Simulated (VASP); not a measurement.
# Cu (I4/mmm) in VASP: a series of runs

Cu is run at these levels: PBE; tasks: single point.

All numbers are computed with VASP 6.6.1; they aren't measurements. Logs are shortened: lines on timing, memory, paths and dates and some standing lists are left out, and cuts for length are marked.

**1. The cell of the first run**

Symmetry: I4/mmm, No. 139, tetragonal system. The conventional cell has a = 2.838 Å, b = 2.838 Å, c = 3.440 Å, α = 90.00°, β = 90.00°, γ = 90.00°. Cu (site symmetry 4/mmm) has 14 Cu at 2.64 to 3.44 Å within 3.5 Å.

**2. Single point, PBE (13.86 Å³/atom)**

INCAR

```
PREC     = Accurate       # precision mode
ENCUT    = 520            # plane-wave cutoff, eV
EDIFF    = 1E-6           # SCF threshold, eV
ISMEAR   = 0              # smearing method
SIGMA    = 0.15           # smearing width, eV
LREAL    = F              # projectors in reciprocal space
LASPH    = T              # aspherical terms in the spheres
NELM     = 80             # most SCF steps
ALGO     = Fast           # electronic algorithm
ISIF     = 2              # what is computed and relaxed
LWAVE    = F              # write WAVECAR
LCHARG   = F              # write CHGCAR
GGA      = PE             # functional
NBANDS   = 12             # bands
```

KPOINTS

```
regular mesh
0
Gamma
  24 24 24
```

POSCAR

```
Cu
1.0
    0.0000000000      2.0070065841      1.7198039419
    2.0070065841      0.0000000000      1.7198039419
    2.0070065841      2.0070065841      0.0000000000
Cu
1
Direct
    0.0000000000      0.0000000000      0.0000000000
```

Potentials or basis: VASP PAW PBE potentials, release 64 (Cu).

The run is started by

```
cat potpaw_PBE.64/Cu/POTCAR > POTCAR
mpirun -np 1 vasp_std > vasp.out
```

OUTCAR:

```text
PREC = Accurate
   ENCUT = 520
   EDIFF = 1E-6
   ISMEAR = 0
   LREAL = F
   LASPH = T
   NELM = 80
   ISIF = 2
   GGA = PE

 ion  position               nearest neighbor table
   1  0.000  0.000  0.000-

  LATTYP: Found a body centered tetragonal cell.
 ALAT       =     2.8383359310
 C/A-ratio  =     1.2118396016

  Lattice vectors:

 A1 = (   0.0000000000,  -2.0070065841,  -1.7198039419)
 A2 = (   0.0000000000,   2.0070065841,  -1.7198039419)
 A3 = (   2.0070065841,   0.0000000000,   1.7198039419)

Analysis of symmetry for initial positions (statically):
=====================================================================
 Subroutine PRICEL returns:
 Original cell was already a primitive cell.

 Routine SETGRP: Setting up the symmetry group for a
 body centered tetragonal supercell.

 Subroutine GETGRP returns: Found 16 space group operations
 (whereof 16 operations were pure point group operations)
 out of a pool of 16 trial point group operations.

The static configuration has the point symmetry D_4h.

Analysis of symmetry for dynamics (positions and initial velocities):
=====================================================================
 Subroutine PRICEL returns:
 Original cell was already a primitive cell.

 Routine SETGRP: Setting up the symmetry group for a
 body centered tetragonal supercell.

 Subroutine GETGRP returns: Found 16 space group operations
 (whereof 16 operations were pure point group operations)
 out of a pool of 16 trial point group operations.

The dynamic configuration has the point symmetry D_4h.

 Subroutine INISYM returns: Found 16 space group operations
 (whereof 16 operations are pure point group operations),
 and found     1 'primitive' translations

----------------------------------------------------------------------------------------

                                     Primitive cell

  volume of cell :      13.8550

  direct lattice vectors                    reciprocal lattice vectors
     0.000000000  2.007006584  1.719803942    -0.249127235  0.249127235  0.290730814
     2.007006584  0.000000000  1.719803942     0.249127235 -0.249127235  0.290730814
     2.007006584  2.007006584  0.000000000     0.249127235  0.249127235 -0.290730814

  length of vectors
     2.643066595  2.643066595  2.838335931     0.456785687  0.456785687  0.456785687

  position of ions in fractional coordinates (direct lattice)
     0.000000000  0.000000000  0.000000000

  ion indices of the primitive-cell ions
   primitive index   ion index
                 1           1

----------------------------------------------------------------------------------------

 KPOINTS: regular mesh

Automatic generation of k-mesh.
 Grid dimensions read from file:
 generate k-points for:   24   24   24

 Generating k-lattice:

  Cartesian coordinates                     Fractional coordinates (reciprocal lattice)
    -0.010380301  0.010380301  0.012113784     0.041666667  0.000000000  0.000000000
     0.010380301 -0.010380301  0.012113784     0.000000000  0.041666667  0.000000000
     0.010380301  0.010380301 -0.012113784     0.000000000  0.000000000  0.041666667

  Length of vectors
     0.019032737  0.019032737  0.019032737

  Shift w.r.t. Gamma in fractional coordinates (k-lattice)
     0.000000000  0.000000000  0.000000000

 Subroutine IBZKPT returns following result:
 ===========================================

 Found   1063 irreducible k-points:

 Following reciprocal coordinates:
            Coordinates               Weight
  0.000000  0.000000  0.000000      1.000000
  0.041667 -0.000000  0.000000      8.000000
  0.083333  0.000000  0.000000      8.000000
  0.125000  0.000000  0.000000      8.000000
  0.166667 -0.000000  0.000000      8.000000
  0.208333  0.000000  0.000000      8.000000
[... 16 lines left out ...]
  0.416667  0.041667  0.000000      8.000000
  0.458333  0.041667  0.000000      8.000000
 [... further k-points ...]
   k-points           NKPTS =   1063   k-points in BZ     NKDIM =   1063   number of bands    NBANDS=     12
   number of dos      NEDOS =    301   number of ions     NIONS =      1
   total plane-waves  NPLWV =   9600
   dimension x,y,z NGX =    20 NGY =   20 NGZ =   24
   dimension x,y,z NGXF=    40 NGYF=   40 NGZF=   48
   ions per type =               1
   NGX,Y,Z   is equivalent  to a cutoff of  12.58, 12.58, 14.06 a.u.
   NGXF,Y,Z  is equivalent  to a cutoff of  25.16, 25.16, 28.11 a.u.
 SYSTEM =  unknown system
   PREC   = accura    normal or accurate (medium, high low for compatibility)
   ISTART =      0    job   : 0-new  1-cont  2-samecut
   ICHARG =      2    charge: 1-file 2-atom 10-const
   ISPIN  =      1    spin polarized calculation?
   LNONCOLLINEAR =      F non collinear calculations
   LSORBIT =      F    spin-orbit coupling
   LASPH  =      T    aspherical Exc in radial PAW
   ENCUT  =  520.0 eV  38.22 Ry    6.18 a.u.   4.91  4.91  5.28*2*pi/ulx,y,z
[... 19 lines left out ...]
   IMIX   =      4    mixing-type and parameters
     AMIX     =   0.40;   BMIX     =  1.00
     AMIX_MAG =   1.60;   BMIX_MAG =  1.00
  volume/ion in A,a.u.               =      13.86        93.50
  Fermi-wavevector in a.u.,A,eV,Ry     =   1.515899  2.864633 31.265498  2.297949
  Thomas-Fermi vector in A             =   2.625361
   LORBIT       =      0    0 simple, 1 ext, 2 COOP (PROOUT), +10 PAW based schemes
   GGA     = PE    functional components
   LHFCALC =     F    Hartree Fock is set to
   AEXX    =    0.0000 exact exchange contribution
   IVDW    =     0    specifies the selected vdW correction
   LEPSILON=     F    determine dielectric tensor
   LRPA    =     F    only Hartree local field effects (RPA)
 non-spin polarized calculation
 RMM-DIIS sequential band-by-band and
 Gauss-broadening in eV      SIGMA  =   0.15
  energy-cutoff  :      520.00
  volume of cell :       13.86
 maximum number of plane-waves:       394
   NGX =  9   NGY =  9   NGZ = 11

 number of electron      11.0000006 magnetization

 Free energy of the ion-electron system (eV)
  ---------------------------------------------------
  ext. energy  EPLUGINS =         0.00000000
  ---------------------------------------------------
  free energy    TOTEN  =        -3.62372017 eV

  energy without entropy =       -3.61971774  energy(sigma->0) =       -3.62171895

 E-fermi :   5.7556     XC(G=0): -11.8255

 val. band max:        5.7542582696   @ k =   0.4583   0.3333   0.1250
 cond. band min:       5.7685409989   @ k =  -0.4583   0.0417   0.0833
 fundamental gap:      0.0142827293
 Fermi energy:         5.7556345374

 k-point     1 :       0.0000    0.0000    0.0000
  band No.  band energies     occupation
      1      -2.4353      2.00000
      2       3.0547      2.00000
      3       3.0547      2.00000
      4       3.5159      2.00000
      5       3.5546      2.00000
      6       4.0145      2.00000
      7      27.4945      0.00000
      8      28.7596      0.00000
      9      28.7596      0.00000
     10      28.9287      0.00000
     11      31.1596      0.00000
     12      31.3791      0.00000

 k-point     2 :       0.0417   -0.0000    0.0000
  band No.  band energies     occupation
      1      -2.3782      2.00000
      2       3.0544      2.00000
      3       3.0637      2.00000
      4       3.5165      2.00000
      5       3.5527      2.00000
      6       4.0087      2.00000
      7      26.9648      0.00000
      8      28.0782      0.00000
      9      28.4862      0.00000
     10      28.7334      0.00000
     11      31.4732      0.00000
     12      31.7131      0.00000

 k-point     3 :       0.0833    0.0000    0.0000
  band No.  band energies     occupation
      1      -2.2076      2.00000
      2       3.0520      2.00000
      3       3.0864      2.00000
      4       3.5222      2.00000
      5       3.5487      2.00000
      6       3.9927      2.00000
      7      25.1741      0.00000
      8      27.6584      0.00000
      9      27.9013      0.00000
     10      28.5273      0.00000
     11      31.9840      0.00000
     12      32.1644      0.00000
[... 286 lines left out ...]
 k-point    23 :       0.4167    0.0417    0.0000
  band No.  band energies     occupation
      1       1.3690      2.00000
      2       2.9216      2.00000
      3       3.4913      2.00000
      4       3.7508      2.00000
      5       4.3132      2.00000
      6       4.4599      2.00000
      7      10.8056      0.00000
      8      22.9651      0.00000
      9      23.7332      0.00000
     10      27.9356      0.00000
     11      29.4312      0.00000
     12      30.6009      0.00000

 k-point    24 :       0.4583    0.0417    0.0000
  band No.  band energies     occupation
      1       1.5091      2.00000
      2       2.8982      2.00000
      3       3.4685      2.00000
      4       3.9279      2.00000
      5       4.3717      2.00000
      6       5.0293      2.00000
      7       9.5860      0.00000
      8      22.9021      0.00000
      9      23.6324      0.00000
     10      27.6303      0.00000
     11      29.0903      0.00000
     12      30.2062      0.00000

 [... further k-points ...]

------------------------ aborting loop because EDIFF is reached ----------------------------------------

  FORCE on cell =-STRESS in cart. coord.  units (eV):
  Direction    XX          YY          ZZ          XY          YZ          ZX
  --------------------------------------------------------------------------------------
  -------------------------------------------------------------------------------------
  Total       -1.1799415     -1.1799415     -0.9800528      0.0000000     -0.0000000      0.0000000
  in kB     -136.4471655   -136.4471655   -113.3322496      0.0000000     -0.0000000      0.0000000
  external PRESSURE =    -128.7421935 kB  Pullay stress =       0.0000000 kB

 VOLUME and BASIS-vectors are now :
 -----------------------------------------------------------------------------
  energy-cutoff  :      520.00
  volume of cell :       13.86
      direct lattice vectors                 reciprocal lattice vectors
     0.000000000  2.007006584  1.719803942    -0.249127235  0.249127235  0.290730814
     2.007006584  0.000000000  1.719803942     0.249127235 -0.249127235  0.290730814
     2.007006584  2.007006584  0.000000000     0.249127235  0.249127235 -0.290730814

 POSITION                                       TOTAL-FORCE (eV/Angst)
 -----------------------------------------------------------------------------------
      0.00000      0.00000      0.00000         0.000000      0.000000     -0.000000
 -----------------------------------------------------------------------------------
    total drift:                                0.000000      0.000000      0.000000

  FREE ENERGIE OF THE ION-ELECTRON SYSTEM (eV)
  ---------------------------------------------------
  free  energy   TOTEN  =        -3.6237201669 eV

  energy  without entropy=       -3.6197177417  energy(sigma->0) =       -3.62171895
```

Run time: 79 s. Hardware: 1 thread of Intel Xeon 6975P-C (Granite Rapids), shared host; peak memory 0.27 GiB.

What came out:

```
Free energy            : -3.6237 eV
Pressure               : -12.9 GPa
Band gap on the k mesh : zero (an odd number of electrons rules out a gap without spin polarisation)
```

Levels at points of the mesh, in eV from the Fermi level:
| k point | band 4 | band 5 | band 6 | band 7 | band 8 | band 9 |
| --- | --- | --- | --- | --- | --- | --- |
| (0.00, 0.00, 0.00) | -2.24 | -2.20 | -1.74 | 21.74 | 23.00 | 23.00 |
| (0.50, 0.00, 0.00) | -1.62 | -1.37 | -0.48 | 3.13 | 17.63 | 18.02 |
| (0.50, 0.50, 0.00) | -1.36 | -1.36 | 3.84 | 8.77 | 9.83 | 9.83 |
| (0.50, 0.00, 0.50) | -1.56 | -1.26 | 0.74 | 4.88 | 13.11 | 13.49 |

Caveat: the cell stands under tension.

(Continued in part 2 of 2.)
